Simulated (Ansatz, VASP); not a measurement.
One calculation of GaN, two programs

```xyz
2
Lattice="0.0000 2.4338 2.3436 2.4338 0.0000 2.3436 2.4338 2.4338 0.0000" Properties=species:S:1:pos:R:3 pbc="T T T"
Ga    0.0000    0.0000    0.0000
N     3.6507    3.6507    3.5155
```

Change from the starting cell: strain +0.080 along x and y, +0.040 along z, atoms carried along.

Alike in both runs: task single point; functional r2SCAN; k mesh 10 × 10 × 10; occupations gaussian, width 0.05 eV; no spin polarisation.

|  | VASP | Ansatz |
| --- | --- | --- |
| version | VASP 6.6.1 | Ansatz 0.2.0 |
| potentials or method | VASP PAW PBE potentials, release 64 (Ga_d, N), cutoff 520 eV | scalar-relativistic, plane waves, PAW |
| valence electrons in the cell | 18 | 18 |

```csv
,VASP,Ansatz,Ansatz less VASP
gap on the k mesh at the Fermi level (eV),0.74,0.74,+0.001
least direct gap on the mesh (eV),0.74,0.74,+0.001
pressure (GPa),-24.8,-25.3,-0.49
"traceless stress, the component that is largest in VASP (GPa)",3.11,3.15,+0.038
```

VASP's potentials were made for PBE, not for r2SCAN. With one functional, cell and mesh, what is left measures potentials, basis and numerics.
